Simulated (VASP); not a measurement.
# ReS2 in VASP: single point with LDA

Aim: the single point of ReS2 with LDA.

Program: VASP 6.6.1. These are calculated values, not measurements. Logs are shortened: lines on timing, memory, paths and dates and some standing lists are left out, and cuts for length are marked.

### 1 The cell of the first run

The cell holds a sheet with vacuum, 24 atoms: a = 6.294 Å, b = 6.398 Å, c = 23.000 Å, α = 90.00°, β = 90.00°, γ = 61.24°.

### 2 Single point, LDA

INCAR

```
PREC     = Accurate       # precision mode
ENCUT    = 520            # plane-wave cutoff, eV
EDIFF    = 1E-6           # SCF threshold, eV
ISMEAR   = 0              # smearing method
SIGMA    = 0.01           # smearing width, eV
LREAL    = Auto         
LASPH    = True           # aspherical terms in the spheres
NELM     = 80             # most SCF steps
ALGO     = Normal         # electronic algorithm
ISIF     = 2              # what is computed and relaxed
LWAVE    = False          # write WAVECAR
LCHARG   = False          # write CHGCAR
NBANDS   = 94             # bands
```

KPOINTS

```
regular mesh
0
Gamma
  4 4 1
```

POSCAR

```
ReS2
1.0
    6.2935644895     -0.0070037520      0.0000000000
    3.0843858847      5.6060073116      0.0000000000
    0.0000000000      0.0000000000     23.0000000000
Re S
8 16
Direct
    0.1325468058      0.1857102495      0.3655570038
    0.2553899759      0.5603074154      0.3703379172
    0.7060514580      0.1583824771      0.3672382123
    0.6818775188      0.5873566105      0.3685767842
    0.9494748936      0.5714927482      0.6296620789
    1.0723180457      0.9460899836      0.6344429896
    1.5229872646      0.5444436572      0.6314232258
    1.4988133611      0.9734177516      0.6327617847
    0.8778976501      0.7768355018      0.3169534450
    0.3389202971      0.8085715809      0.3097477055
    0.0490833284      0.9374037363      0.4261839457
    0.0099926920      0.4779634983      0.4356323509
    0.5100356850      0.9690022918      0.4188456019
    0.8385478391      0.3149909072      0.2925151378
    0.5499847898      0.4297699698      0.4433540348
    0.3780221890      0.2679511787      0.3002196191
    1.6948290806      1.1627982335      0.5811544174
    1.1557814042      1.1943968087      0.5738160773
    0.8659443665      1.3232290206      0.6902523427
    0.8268426246      0.8638495054      0.6997803238
    1.3269671034      1.3549649565      0.6830465827
    1.6548801300      0.7020306064      0.5566459468
    1.3663169952      0.8168098100      0.7074848532
    1.1948721703      0.6538371514      0.5643676185
```

Potentials or basis: VASP PAW LDA potentials, release 64 (Re, S).

Launch:

```console
> cat potpaw_LDA.64/Re/POTCAR potpaw_LDA.64/S/POTCAR > POTCAR
> mpirun -np 1 vasp_std > vasp.out
```

OUTCAR:

```text
PREC = Accurate
   ENCUT = 520
   EDIFF = 1E-6
   ISMEAR = 0
   LREAL = Auto
   LASPH = True
   NELM = 80
   ISIF = 2

 ion  position               nearest neighbor table
   1  0.133  0.186  0.366-  12 2.30  14 2.34  11 2.36  16 2.39  13 2.43  10 2.48   4 2.76   3 2.77
                             2 2.85
   2  0.255  0.560  0.370-  16 2.30  15 2.34  10 2.35  12 2.39   9 2.43  11 2.48   3 2.77   4 2.77
                             1 2.85
   3  0.706  0.158  0.367-  15 2.32  14 2.34  11 2.36  16 2.40  13 2.42   9 2.43   4 2.68   2 2.77
                             1 2.77
   4  0.682  0.587  0.369-  14 2.33  15 2.34  10 2.36  12 2.40   9 2.42  13 2.43   3 2.68   1 2.76
                             2 2.77
   5  0.949  0.571  0.630-  20 2.30  22 2.34  19 2.35  24 2.39  21 2.43  18 2.48   8 2.77   7 2.77
                             6 2.85
   6  0.072  0.946  0.634-  24 2.30  23 2.34  18 2.36  20 2.39  17 2.43  19 2.48   7 2.76   8 2.77
                             5 2.85
   7  0.523  0.544  0.631-  23 2.33  22 2.34  19 2.36  24 2.40  21 2.42  17 2.43   8 2.68   6 2.76
                             5 2.77
   8  0.499  0.973  0.633-  22 2.32  23 2.34  18 2.36  20 2.40  17 2.42  21 2.43   7 2.68   5 2.77
                             6 2.77
   9  0.878  0.777  0.317-   4 2.42   2 2.43   3 2.43
  10  0.339  0.809  0.310-   2 2.35   4 2.36   1 2.48
  11  0.049  0.937  0.426-   1 2.36   3 2.36   2 2.48
  12  0.010  0.478  0.436-   1 2.30   2 2.39   4 2.40
  13  0.510  0.969  0.419-   3 2.42   1 2.43   4 2.43
  14  0.839  0.315  0.293-   4 2.33   3 2.34   1 2.34
[... 8 lines left out ...]
  23  0.366  0.817  0.707-   7 2.33   8 2.34   6 2.34
  24  0.195  0.654  0.564-   6 2.30   5 2.39   7 2.40

  LATTYP: Found a simple monoclinic cell.
 ALAT       =     6.2935683865
 B/A-ratio  =     3.6545245221
 C/A-ratio  =     1.0166722370
 COS(beta)  =    -0.4810732475

  Lattice vectors:

 A1 = (   6.2935644895,  -0.0070037520,   0.0000000000)
 A2 = (   0.0000000000,   0.0000000000,  23.0000000000)
 A3 = (  -3.0843858847,  -5.6060073116,   0.0000000000)

Analysis of symmetry for initial positions (statically):
=====================================================================
 Subroutine PRICEL returns:
 Original cell was already a primitive cell.

 Routine SETGRP: Setting up the symmetry group for a
 simple monoclinic supercell.

 Subroutine GETGRP returns: Found  2 space group operations
 (whereof  1 operations were pure point group operations)
 out of a pool of  4 trial point group operations.

The static configuration has the point symmetry C_1 .
 The point group associated with its full space group is S_2 .

Analysis of symmetry for dynamics (positions and initial velocities):
=====================================================================
 Subroutine PRICEL returns:
 Original cell was already a primitive cell.

 Routine SETGRP: Setting up the symmetry group for a
 simple monoclinic supercell.

 Subroutine GETGRP returns: Found  2 space group operations
 (whereof  1 operations were pure point group operations)
 out of a pool of  4 trial point group operations.

The dynamic configuration has the point symmetry C_1 .
 The point group associated with its full space group is S_2 .

 Subroutine INISYM returns: Found  2 space group operations
 (whereof  1 operations are pure point group operations),
 and found     1 'primitive' translations

----------------------------------------------------------------------------------------

                                     Primitive cell

  volume of cell :     811.9775

  direct lattice vectors                    reciprocal lattice vectors
     6.293564489 -0.007003752  0.000000000     0.158795242 -0.087368028  0.000000000
     3.084385885  5.606007312  0.000000000     0.000198388  0.178270923  0.000000000
     0.000000000  0.000000000 23.000000000     0.000000000  0.000000000  0.043478261

  length of vectors
     6.293568387  6.398496250 23.000000000     0.181243210  0.178271033  0.043478261

  position of ions in fractional coordinates (direct lattice)
     0.132546806  0.185710249  0.365557004
     0.255389976  0.560307415  0.370337917
     0.706051458  0.158382477  0.367238212
     0.681877519  0.587356611  0.368576784
     0.949474894  0.571492748  0.629662079
     0.072318046  0.946089984  0.634442990
[... 16 lines left out ...]
     0.366316995  0.816809810  0.707484853
     0.194872170  0.653837151  0.564367619

  ion indices of the primitive-cell ions
   primitive index   ion index
                 1           1
                 2           2
                 3           3
                 4           4
                 5           5
                 6           6
[... 16 lines left out ...]
                23          23
                24          24

----------------------------------------------------------------------------------------

 KPOINTS: regular mesh

Automatic generation of k-mesh.
 Grid dimensions read from file:
 generate k-points for:    4    4    1

 Generating k-lattice:

  Cartesian coordinates                     Fractional coordinates (reciprocal lattice)
     0.039698810 -0.021842007  0.000000000     0.250000000  0.000000000  0.000000000
     0.000049597  0.044567731  0.000000000     0.000000000  0.250000000  0.000000000
     0.000000000  0.000000000  0.043478261     0.000000000  0.000000000  1.000000000

  Length of vectors
     0.045310802  0.044567758  0.043478261

  Shift w.r.t. Gamma in fractional coordinates (k-lattice)
     0.000000000  0.000000000  0.000000000

 Subroutine IBZKPT returns following result:
 ===========================================

 Found     10 irreducible k-points:

 Following reciprocal coordinates:
            Coordinates               Weight
  0.000000  0.000000  0.000000      1.000000
  0.250000 -0.000000  0.000000      2.000000
  0.500000 -0.000000  0.000000      1.000000
  0.000000  0.250000  0.000000      2.000000
  0.250000  0.250000  0.000000      2.000000
  0.500000  0.250000  0.000000      2.000000
 -0.250000  0.250000  0.000000      2.000000
  0.000000  0.500000  0.000000      1.000000
  0.250000  0.500000  0.000000      2.000000
  0.500000  0.500000  0.000000      1.000000
   k-points           NKPTS =     10   k-points in BZ     NKDIM =     10   number of bands    NBANDS=     94
   number of dos      NEDOS =    301   number of ions     NIONS =     24
   total plane-waves  NPLWV = 414720
   dimension x,y,z NGX =    48 NGY =   48 NGZ =  180
   dimension x,y,z NGXF=    96 NGYF=   96 NGZF=  360
   ions per type =               8  16
   NGX,Y,Z   is equivalent  to a cutoff of  12.68, 12.47, 13.01 a.u.
   NGXF,Y,Z  is equivalent  to a cutoff of  25.36, 24.94, 26.02 a.u.
 SYSTEM =  unknown system
   PREC   = accura    normal or accurate (medium, high low for compatibility)
   ISTART =      0    job   : 0-new  1-cont  2-samecut
   ICHARG =      2    charge: 1-file 2-atom 10-const
   ISPIN  =      1    spin polarized calculation?
   LNONCOLLINEAR =      F non collinear calculations
   LSORBIT =      F    spin-orbit coupling
   LASPH  =      T    aspherical Exc in radial PAW
   ENCUT  =  520.0 eV  38.22 Ry    6.18 a.u.  11.70 11.90 42.76*2*pi/ulx,y,z
   NELM   =     80;   NELMIN=  2; NELMDL= -5     # of ELM steps
   EDIFF  = 0.1E-05   stopping-criterion for ELM
   LREAL  =      T    real-space projection
   EDIFFG = 0.1E-04   stopping-criterion for IOM
   NSW    =      0    number of steps for IOM
   IBRION =     -1    ionic relax: 0-MD 1-quasi-New 2-CG
   NFREE  =      0    steps in history (QN), initial steepest desc. (CG)
   ISIF   =      2    stress and relaxation
   ISYM   =      2    0-nonsym 1-usesym 2-fastsym
   POTIM  = 0.5000    time-step for ionic-motion
   TEBEG  =    0.0;   TEEND  =   0.0 temperature during run
   PSTRESS=    0.0 pullay stress
   NELECT =     152.0000    total number of electrons
   NUPDOWN=      -1.0000    fix difference up-down
   EMIN   =  10.00;   EMAX   =-10.00  energy-range for DOS
   EFERMI =   0.00;   METHOD = LEGACY
   ISMEAR =     0;   SIGMA  =   0.01  broadening in eV -4-tet -1-fermi 0-gaus
   EFERMI_NEDOS =   21; number of points for ismear=-14 and -15
   IALGO  =     38    algorithm
   IMIX   =      4    mixing-type and parameters
     AMIX     =   0.40;   BMIX     =  1.00
     AMIX_MAG =   1.60;   BMIX_MAG =  1.00
  volume/ion in A,a.u.               =      33.83       228.31
  Fermi-wavevector in a.u.,A,eV,Ry     =   0.936501  1.769729 11.932761  0.877033
  Thomas-Fermi vector in A             =   2.063516
   LORBIT       =      0    0 simple, 1 ext, 2 COOP (PROOUT), +10 PAW based schemes
   GGA     = CA    functional components
   LHFCALC =     F    Hartree Fock is set to
   AEXX    =    0.0000 exact exchange contribution
   IVDW    =     0    specifies the selected vdW correction
   LEPSILON=     F    determine dielectric tensor
   LRPA    =     F    only Hartree local field effects (RPA)
 non-spin polarized calculation
 Gauss-broadening in eV      SIGMA  =   0.01
  energy-cutoff  :      520.00
  volume of cell :      811.98
 maximum number of plane-waves:     21898
 NGX is ok and might be reduce to    48
   NGX = 23   NGY = 23   NGZ = 85

 number of electron     152.0000002 magnetization

 Free energy of the ion-electron system (eV)
  ---------------------------------------------------
  ext. energy  EPLUGINS =         0.00000000
  ---------------------------------------------------
  free energy    TOTEN  =      -200.03487519 eV

  energy without entropy =     -200.03487519  energy(sigma->0) =     -200.03487519

 E-fermi :   0.1678     XC(G=0):  -6.2264

 val. band max:        0.0728078359   @ k =   0.0000   0.0000   0.0000
 cond. band min:       1.4680894980   @ k =   0.0000   0.0000   0.0000
 fundamental gap:      1.3952816621
 Fermi energy:         0.1678123234

 k-point     1 :       0.0000    0.0000    0.0000
  band No.  band energies     occupation
      1     -14.9690      2.00000
      2     -14.8704      2.00000
      3     -13.4952      2.00000
      4     -13.3413      2.00000
      5     -13.0359      2.00000
      6     -12.9985      2.00000
[... 899 lines left out ...]
     87       2.5757      0.00000
     88       2.6732      0.00000
 [bands above 88 left out]

------------------------ aborting loop because EDIFF is reached ----------------------------------------

  FORCE on cell =-STRESS in cart. coord.  units (eV):
  Direction    XX          YY          ZZ          XY          YZ          ZX
  --------------------------------------------------------------------------------------
  -------------------------------------------------------------------------------------
  Total        2.6830917      2.7249646      2.5328328     -0.0585144     -0.0757763     -0.0356560
  in kB        5.2942213      5.3768439      4.9977334     -0.1154595     -0.1495202     -0.0703556
  external PRESSURE =       5.2229329 kB  Pullay stress =       0.0000000 kB

 VOLUME and BASIS-vectors are now :
 -----------------------------------------------------------------------------
  energy-cutoff  :      520.00
  volume of cell :      811.98
      direct lattice vectors                 reciprocal lattice vectors
     6.293564489 -0.007003752  0.000000000     0.158795242 -0.087368028  0.000000000
     3.084385885  5.606007312  0.000000000     0.000198388  0.178270923  0.000000000
     0.000000000  0.000000000 23.000000000     0.000000000  0.000000000  0.043478261

 POSITION                                       TOTAL-FORCE (eV/Angst)
 -----------------------------------------------------------------------------------
      1.40699      1.04016      8.40781         0.020365     -0.022370     -0.016669
      3.33552      3.13930      8.51777        -0.018542      0.021780      0.012764
      4.93209      0.88295      8.44648        -0.013076     -0.046772     -0.006851
      6.10307      3.28795      8.47727         0.012755      0.044115      0.012502
      7.73829      3.19714     14.48223         0.018542     -0.021780     -0.012764
      3.37324      5.30328     14.59219        -0.020365      0.022370      0.016669
[... 16 lines left out ...]
      4.82480      4.57648     16.27215        -0.001370     -0.000912      0.166378
      3.24313      3.66405     12.98046        -0.004550     -0.031758     -0.129627
 -----------------------------------------------------------------------------------
    total drift:                               -0.003118     -0.008712     -0.000206

  FREE ENERGIE OF THE ION-ELECTRON SYSTEM (eV)
  ---------------------------------------------------
  free  energy   TOTEN  =      -200.0348751944 eV

  energy  without entropy=     -200.0348751944  energy(sigma->0) =     -200.03487519
```

Wall time 76 min (1 thread of Oxide Virtual Turin-like, shared host); peak memory 0.81 GiB.

What came out:

```yaml
Free_energy: -200.0349 eV
Largest_force: 0.168 eV/Å
Band_gap_on_the_k_mesh: 1.40 eV
```

Forces on the atoms (eV/Å):
```
Re   0.020 -0.022 -0.017
Re  -0.019  0.022  0.013
Re  -0.013 -0.047 -0.007
Re   0.013  0.044  0.013
Re   0.019 -0.022 -0.013
Re  -0.020  0.022  0.017
Re  -0.013 -0.044 -0.013
Re   0.013  0.047  0.007
S    0.006  0.009 -0.070
S   -0.004  0.045 -0.091
S    0.004 -0.046  0.090
S    0.005  0.032  0.130
S   -0.006 -0.009  0.072
S    0.001  0.001 -0.166
S    0.002  0.001  0.168
S   -0.004 -0.033 -0.129
S    0.006  0.009 -0.072
S   -0.004  0.046 -0.090
S    0.004 -0.045  0.091
S    0.004  0.033  0.129
S   -0.006 -0.009  0.070
S   -0.002 -0.001 -0.168
S   -0.001 -0.001  0.166
S   -0.005 -0.032 -0.130
```

Levels at points of the mesh, in eV from the valence-band top:
```tsv
k point	band 72	band 73	band 74	band 75	band 76	band 77	band 78	band 79	band 80	band 81
(0.00, 0.00, 0.00)	-0.34	-0.32	-0.22	-0.08	0.00	1.40	1.48	2.04	2.05	2.16
(0.50, 0.00, 0.00)	-0.67	-0.50	-0.46	-0.37	-0.33	1.61	1.77	1.96	1.98	2.06
(0.00, 0.50, 0.00)	-0.50	-0.46	-0.31	-0.17	-0.12	1.66	1.71	1.86	1.96	2.07
(0.50, 0.50, 0.00)	-0.58	-0.54	-0.45	-0.38	-0.38	1.68	1.72	1.81	1.83	1.96
```

Caveat: spin-orbit coupling is left out, which moves the levels of the heavy elements.
